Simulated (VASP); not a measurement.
Write the native input for VASP 6.6.1 that does the following.

- Task: single point
- Functional: PBE
- Potentials or basis: VASP PAW PBE potentials, release 64 (Zr_sv, Ag)
- Cutoff: 520 eV
- k mesh: 4 × 4 × 4
- Occupations: gaussian, width 0.2 eV
- Spin: no spin polarisation
- Dipole correction: no
- Further INCAR settings: ALGO = Fast; EDIFF = 1e-06; NBANDS = 38

The structure of Zr4Ag lies in POSCAR:

```
Zr4Ag
1.0
   -3.8316532779      3.8316532779      1.9699800858
    3.8316532779     -3.8316532779      1.9699800858
    3.8316532779      3.8316532779     -1.9699800858
Zr Ag
4 1
Direct
    0.3197059224      0.6074205794      0.2877146570
    0.3197059224      1.0319912654      0.7122853430
    0.6074205794      0.3197059224      0.2877146570
    1.0319912654      0.3197059224      0.7122853430
    0.8198543903      0.8198543903      0.0000000000
```

One way to write it, as run:

INCAR

```
  PREC = Accurate
  ENCUT = 520
  EDIFF = 1E-6
  ISMEAR = 0
  SIGMA = 0.2
  LREAL = F
  LASPH = T
  NELM = 60
  ALGO = Fast
  ISIF = 2
  LWAVE = F
  LCHARG = F
  GGA = PE
  NBANDS = 38
```

KPOINTS

```
regular mesh
0
Gamma
  4 4 4
```

Potentials or basis: VASP PAW PBE potentials, release 64 (Zr_sv, Ag).

Command:

```bash
$ cat potpaw_PBE.64/Zr_sv/POTCAR potpaw_PBE.64/Ag/POTCAR > POTCAR
$ mpirun -np 1 vasp_std > vasp.out
```

It gave:

```yaml
Pressure: -0.1 GPa
Largest_force: 0.005 eV/Å
```

Caveat: the k points lie up to 0.45 Å⁻¹ apart.

It took 3.9 min on 1 thread of Intel(R) Xeon(R) Platinum 8488C (Sapphire Rapids), on a shared host, peak memory 0.33 GiB.
